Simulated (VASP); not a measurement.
# InP (Fm-3m) in VASP: further runs, part 3 of 3

VASP 6.6.1. The steps go on from the part before.

## (6) Single point, r2SCAN (19.08 Å³/atom)

This run uses another cell than the first one, of 19.08 Å³/atom.

POSCAR reads:

```
InP
1.0
    0.0000000000      2.6723043826      2.6723043826
    2.6723043826      0.0000000000      2.6723043826
    2.6723043826      2.6723043826      0.0000000000
In P
1 1
Direct
    0.0000000000      0.0000000000      0.0000000000
    0.5000000000      0.5000000000      0.5000000000
```

INCAR.step1 reads:

```
SYSTEM = InP
ALGO = Normal ; EDIFF = 1E-4
ENCUT = 520 ; GGA = PE
ISMEAR = 0 ; LASPH = .True.
LCHARG = .False. ; LREAL = .False.
LWAVE = .True. ; NBANDS = 16
NELM = 80 ; PREC = Accurate
SIGMA = 0.05
```

INCAR.step2 reads:

```
SYSTEM = InP
ALGO = Normal ; EDIFF = 1E-7
ENCUT = 520 ; ISIF = 2
ISMEAR = 0 ; ISTART = 1
LASPH = .True. ; LCHARG = .True.
LELF = .True. ; LMIXTAU = .True.
LREAL = .False. ; LVHAR = .True.
LWAVE = .False. ; METAGGA = R2SCAN
NBANDS = 16 ; NELM = 80
PREC = Accurate ; SIGMA = 0.05
```

KPOINTS reads:

```
k-points
0
Gamma
  14 14 14
  0 0 0
```

Potentials or basis: VASP PAW PBE potentials, release 64 (In_d, P).

The run is started by

```bash
$ cat potpaw_PBE.64/In_d/POTCAR potpaw_PBE.64/P/POTCAR > POTCAR
$ cp INCAR.step1 INCAR
$ mpirun -np 1 vasp_std > vasp.out
$ cp INCAR.step2 INCAR
$ mpirun -np 1 vasp_std > vasp.out
```

OUTCAR:

```text
SYSTEM = InP
   EDIFF = 1E-7
   ENCUT = 520
   ISIF = 2
   ISMEAR = 0
   ISTART = 1
   LASPH = .True.
   LREAL = .False.
   METAGGA = R2SCAN
   NELM = 80
   PREC = Accurate

 ion  position               nearest neighbor table
   1  0.000  0.000  0.000-   2 2.67   2 2.67   2 2.67   2 2.67   2 2.67   2 2.67
   2  0.500  0.500  0.500-   1 2.67   1 2.67   1 2.67   1 2.67   1 2.67   1 2.67

  LATTYP: Found a face centered cubic cell.
 ALAT       =     5.3446087652

  Lattice vectors:

 A1 = (   0.0000000000,   2.6723043826,   2.6723043826)
 A2 = (   2.6723043826,   0.0000000000,   2.6723043826)
 A3 = (   2.6723043826,   2.6723043826,   0.0000000000)

Analysis of symmetry for initial positions (statically):
=====================================================================
 Subroutine PRICEL returns:
 Original cell was already a primitive cell.

 Routine SETGRP: Setting up the symmetry group for a
 face centered cubic supercell.

 Subroutine GETGRP returns: Found 48 space group operations
 (whereof 48 operations were pure point group operations)
 out of a pool of 48 trial point group operations.

The static configuration has the point symmetry O_h .

Analysis of symmetry for dynamics (positions and initial velocities):
=====================================================================
 Subroutine PRICEL returns:
 Original cell was already a primitive cell.

 Routine SETGRP: Setting up the symmetry group for a
 face centered cubic supercell.

 Subroutine GETGRP returns: Found 48 space group operations
 (whereof 48 operations were pure point group operations)
 out of a pool of 48 trial point group operations.

The dynamic configuration has the point symmetry O_h .

 Subroutine INISYM returns: Found 48 space group operations
 (whereof 48 operations are pure point group operations),
 and found     1 'primitive' translations

----------------------------------------------------------------------------------------

                                     Primitive cell

[... 111 lines left out ...]
  volume/ion in A,a.u.               =      19.08       128.78
  Fermi-wavevector in a.u.,A,eV,Ry     =   1.274294  2.408067 22.093494  1.623826
  Thomas-Fermi vector in A             =   2.407070
   LORBIT       =      0    0 simple, 1 ext, 2 COOP (PROOUT), +10 PAW based schemes
   METAGGA = R2SCAN    functional components
   LHFCALC =     F    Hartree Fock is set to
   AEXX    =    0.0000 exact exchange contribution
   IVDW    =     0    specifies the selected vdW correction
   LEPSILON=     F    determine dielectric tensor
   LRPA    =     F    only Hartree local field effects (RPA)
 non-spin polarized calculation
 Gauss-broadening in eV      SIGMA  =   0.05
  energy-cutoff  :      520.00
  volume of cell :       38.17
 maximum number of plane-waves:      1056
   NGX = 13   NGY = 13   NGZ = 13

 number of electron      17.9999996 magnetization

 Free energy of the ion-electron system (eV)
  ---------------------------------------------------
  ext. energy  EPLUGINS =         0.00000000
  ---------------------------------------------------
  free energy    TOTEN  =       -31.64877530 eV

  energy without entropy =      -31.64760466  energy(sigma->0) =      -31.64818998

 E-fermi :   8.2882     XC(G=0): -11.5533

 val. band max:        8.2761749024   @ k =  -0.1429   0.0714   0.0000
 cond. band min:       8.2893560744   @ k =   0.3571   0.0000   0.0000
 fundamental gap:      0.0131811720
 Fermi energy:         8.2882096266

 k-point     1 :       0.0000    0.0000    0.0000
  band No.  band energies     occupation
      1      -6.6265      2.00000
      2      -6.6265      2.00000
      3      -6.5769      2.00000
      4      -6.5769      2.00000
      5      -6.5769      2.00000
      6      -5.0860      2.00000
[... 433 lines left out ...]
      3      -6.5966      2.00000
      4      -6.5229      2.00000
      5      -6.5032      2.00000
      6      -3.9601      2.00000
[... 8 lines left out ...]
     15      19.2419      0.00000
     16      19.7099      0.00000

 [... further k-points ...]

------------------------ aborting loop because EDIFF is reached ----------------------------------------

  FORCE on cell =-STRESS in cart. coord.  units (eV):
  Direction    XX          YY          ZZ          XY          YZ          ZX
  --------------------------------------------------------------------------------------
  -------------------------------------------------------------------------------------
  Total        2.0571439      2.0571439      2.0571439      0.0000000     -0.0000000      0.0000000
  in kB       86.3549996     86.3549996     86.3549996      0.0000000     -0.0000000      0.0000000
  external PRESSURE =      86.3549996 kB  Pullay stress =       0.0000000 kB

 VOLUME and BASIS-vectors are now :
 -----------------------------------------------------------------------------
  energy-cutoff  :      520.00
  volume of cell :       38.17
      direct lattice vectors                 reciprocal lattice vectors
     0.000000000  2.672304383  2.672304383    -0.187104434  0.187104434  0.187104434
     2.672304383  0.000000000  2.672304383     0.187104434 -0.187104434  0.187104434
     2.672304383  2.672304383  0.000000000     0.187104434  0.187104434 -0.187104434

 POSITION                                       TOTAL-FORCE (eV/Angst)
 -----------------------------------------------------------------------------------
      0.00000      0.00000      0.00000        -0.000000      0.000000      0.000000
      2.67230      2.67230      2.67230         0.000000     -0.000000     -0.000000
 -----------------------------------------------------------------------------------
    total drift:                               -0.000000      0.000000      0.000000

  FREE ENERGIE OF THE ION-ELECTRON SYSTEM (eV)
  ---------------------------------------------------
  free  energy   TOTEN  =       -31.6487752975 eV

  energy  without entropy=      -31.6476046591  energy(sigma->0) =      -31.64818998
```

OSZICAR.step1:

```text
N       E                     dE             d eps       ncg     rms          rms(c)
DAV:   1     0.108733396771E+03    0.10873E+03   -0.84364E+03  3368   0.138E+03
DAV:   2    -0.161267639687E+01   -0.11035E+03   -0.10544E+03  3800   0.311E+02
DAV:   3    -0.798067717283E+01   -0.63680E+01   -0.63000E+01  4368   0.707E+01
DAV:   4    -0.812808770798E+01   -0.14741E+00   -0.14737E+00  4200   0.107E+01
DAV:   5    -0.813408738248E+01   -0.59997E-02   -0.59996E-02  4936   0.193E+00    0.576E+00
DAV:   6    -0.780622442722E+01    0.32786E+00   -0.54447E-01  5000   0.142E+01    0.334E+00
DAV:   7    -0.779053505061E+01    0.15689E-01   -0.95470E-02  5280   0.292E+00    0.136E+00
DAV:   8    -0.778949294597E+01    0.10421E-02   -0.73371E-03  4440   0.117E+00    0.204E-01
DAV:   9    -0.778953316366E+01   -0.40218E-04   -0.50534E-04  4664   0.403E-01
   1 F= -.77895332E+01 E0= -.77888282E+01  d E =-.141001E-02
```

Wall time 2.2 min (1 thread of Intel Xeon 6975P-C (Granite Rapids), shared host); peak memory 0.2 GiB.

What came out:

```
Free energy            : -31.6488 eV
Pressure               : 8.6 GPa
Band gap on the k mesh : zero (bands 9 and 10 overlap by 2.54 eV)
```

Caveat: the cell stands under pressure; the PAW data sets were made with another functional, which shifts forces and pressure a little; spin-orbit coupling is left out, which moves the levels of the heavy elements.

## (7) The runs side by side

```csv
level,cell,k mesh,gap on the mesh (eV),pressure (GPa)
PBE,"a = 3.916 Å, angles 60.0°, 2 atoms",6 × 6 × 6,none,0.2
PBE,"a = 3.921 Å, angles 60.0°, 2 atoms",6 × 6 × 6,none,-0.1
r2SCAN,"a = 3.666 Å, angles 60.0°, 2 atoms",14 × 14 × 14,none,22.2
r2SCAN,"a = 3.724 Å, angles 60.0°, 2 atoms",14 × 14 × 14,none,14.6
r2SCAN,"a = 3.779 Å, angles 60.0°, 2 atoms",14 × 14 × 14,none,8.6
```

Alike in all rows: task single point; potentials or basis VASP PAW PBE potentials, release 64 (In_d, P); no spin polarisation; cutoff (eV) 520; smearing gaussian 0.05 eV.

Caveats: spin-orbit coupling is left out, which moves the levels of the heavy elements; the cell stands under pressure (at least some runs); the PAW data sets were made with another functional, which shifts forces and pressure a little (at least some runs).

Total energies depend on the potentials used, so only differences within one code and one set of settings carry meaning.

The gap in the log of VASP goes by the Fermi energy; the results here count the filled bands.